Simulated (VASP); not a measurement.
Input of a VASP 6.6.1 run:

Contents of INCAR:

```
SYSTEM = Pt
PREC = Accurate ; ENCUT = 600
EDIFF = 1E-6 ; ISMEAR = 0
SIGMA = 0.1 ; LREAL = .False.
LASPH = .True. ; NELM = 80
ALGO = Normal ; ISIF = 3
LWAVE = .False. ; LCHARG = .False.
GGA = PS ; IBRION = 2
NSW = 90 ; EDIFFG = -0.04
```

Contents of KPOINTS:

```
Automatic mesh
0
Gamma
  6 6 6
  0 0 0
```

File POSCAR:

```
Pt
1.0
    0.0000000000      2.6240086575      2.6240086575
    2.6240086575      0.0000000000      2.6240086575
    2.6240086575      2.6240086575      0.0000000000
Pt
2
Direct
    0.5000000000      0.5000000000      0.5000000000
    0.7500000000      0.7500000000      0.7500000000
```

Potentials or basis: VASP PAW PBE potentials, release 64 (Pt).

Run with:

```bash
$ cat potpaw_PBE.64/Pt/POTCAR > POTCAR
$ mpirun -np 1 vasp_std > vasp.out
```

(1) Estimate the relaxed cell.

(2) What does it give for the band gap on the k mesh?

(3) What does it give for the relaxed volume?

Answers

(1) a = 4.018 Å, b = 4.018 Å, c = 4.018 Å, α = 60.00°, β = 60.00°, γ = 60.00°.

(2) zero (bands 10 and 11 overlap by 0.53 eV).

(3) 22.94 Å³/atom.

Caveat: the volume moved by over 15 % at a fixed basis, so the end points are rough; the PAW data sets were made with another functional, which shifts forces and pressure a little; spin-orbit coupling is left out, which moves the levels of the heavy elements.
